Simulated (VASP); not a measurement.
EuS:

```
CELL_PARAMETERS angstrom
0.00000 2.97850 2.97850
2.97850 0.00000 2.97850
2.97850 2.97850 0.00000
ATOMIC_POSITIONS crystal
Eu 0.00000 0.00000 0.00000
S 0.50000 0.50000 0.50000
```

Base run:

| Item | Value |
| --- | --- |
| Program | VASP 6.6.1 |
| Functional | PBEsol |
| Potentials or basis | VASP PAW PBE potentials, release 64 (Eu, S) |
| Cutoff | 600 eV |
| k mesh | 7 × 7 × 7 |
| Occupations | fermi-dirac, width 0.3 eV |
| Spin | collinear spin, ferromagnetic start |
| Starting moments | [4.9, 0.0] μB |
| Hubbard terms | Eu f U = 4.5 eV |

Its results: pressure -3.3 GPa; net moment 6.95 μB per cell; site moments Eu +6.66; S -0.07 μB.

After a change of settings the same cell gave: pressure -4.2 GPa; net moment 6.92 μB per cell; site moments Eu +6.61; S -0.07 μB. Which change was it?
A. hubbard terms from Eu f U = 4.5 eV to none
B. hubbard terms from Eu f U = 4.5 eV to Eu f U = 3.0 eV
C. hubbard terms from Eu f U = 4.5 eV to Eu f U = 1.5 eV

B.

Caveats: the cell stands under tension; so wide a smearing shifts energies and pressures; the PAW data sets were made with another functional, which shifts forces and pressure a little; a cell with one magnetic atom can't hold antiferromagnetic order, which such compounds often take.
